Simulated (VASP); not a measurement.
Wanted: the native input for a VASP 6.6.1 run.

```yaml
Task: single point
Functional: PBEsol
Potentials_or_basis: VASP PAW PBE potentials, release 64 (Zn)
Cutoff: 520 eV
k_mesh: 7 × 7 × 2
Occupations: fermi-dirac, width 0.05 eV
Spin: no spin polarisation
Dipole_correction: no
Further_INCAR_settings: ALGO = Normal; EDIFF = 1e-06; NBANDS = 25
```

The structure of Zn lies in POSCAR:

```
Zn
1.0
    2.2681701736     -1.3084870100      0.0000000000
    2.2681701736      1.3084870100      0.0000000000
   -1.5917165425      0.0000000000      7.3004081919
Zn
3
Direct
    0.7780178600      0.7780178600      0.3345049800
    0.2219821400      0.2219821400      0.6654950200
    0.0000000000      0.0000000000      0.0000000000
```

The input as run:

INCAR

```
SYSTEM = Zn
ALGO = Normal
EDIFF = 1E-6
ENCUT = 520
GGA = PS
ISIF = 2
ISMEAR = -1
LASPH = .TRUE.
LCHARG = .TRUE.
LELF = .TRUE.
LREAL = .FALSE.
LVHAR = .TRUE.
LWAVE = .FALSE.
NBANDS = 25
NELM = 100
PREC = Accurate
SIGMA = 0.05
```

KPOINTS

```
k-points
0
G
  7 7 2
  0 0 0
```

Potentials or basis: VASP PAW PBE potentials, release 64 (Zn).

Command:

```sh
$ cat potpaw_PBE.64/Zn/POTCAR > POTCAR
$ mpirun -np 1 vasp_std > vasp.out
```

It gave:

| Quantity | Value |
| --- | --- |
| Pressure | -1.5 GPa |
| Largest force | 0.007 eV/Å |
| Band gap on the k mesh | zero (band 18 reaches 4.84 eV, above the bottom of band 19 at 0.30 eV) |

Caveat: the k points lie up to 0.43 Å⁻¹ apart; the PAW data sets were made with another functional, which shifts forces and pressure a little.

It took 17 s on 1 thread of Intel(R) Xeon(R) Platinum 8488C (Sapphire Rapids) (shared host), peak memory 0.16 GiB.
